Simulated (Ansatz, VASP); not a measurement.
## One calculation of As2Pt, two programs

```
As Pt
1.0
     6.05792    0.00000    0.00000
     0.00000    6.05792    0.00000
     0.00000    0.00000    6.05792
As Pt
8 4
Cartesian
  2.3230 2.3230 2.3230
  0.7060 3.7349 5.3520
  5.3520 0.7060 3.7349
  3.7349 5.3520 0.7060
  3.7349 3.7349 3.7349
  5.3520 2.3230 0.7060
  0.7060 5.3520 2.3230
  2.3230 0.7060 5.3520
  0.0000 0.0000 0.0000
  3.0290 0.0000 3.0290
  3.0290 3.0290 0.0000
  0.0000 3.0290 3.0290
```

Alike in both runs: functional PBE; k mesh 6 × 6 × 6; occupations gaussian, width 0.02 eV; no spin polarisation.

Ansatz relaxed the structure, and its values are those at the end. VASP's run is a single point on that final structure, the one shown.

|  | VASP | Ansatz |
| --- | --- | --- |
| version | VASP 6.6.1 | Ansatz 0.2.0 |
| potentials or method | VASP PAW PBE potentials, release 64 (As, Pt), cutoff 500 eV | scalar-relativistic, plane waves, PAW |
| valence electrons in the cell | 80 | 192 |

```csv
,VASP,Ansatz,Ansatz less VASP
gap on the k mesh at the Fermi level (eV),0.11,0.12,+0.009
least direct gap on the mesh (eV),0.78,0.79,+0.010
pressure (GPa),0.1,0.0,-0.03
rms of the force components (eV/Å),0.015,0.000,-0.0152
```

VASP's potentials hold 80 valence electrons a cell and Ansatz's 192, so a difference there can come from the potentials and not from the codes.

Spin-orbit coupling is off throughout.
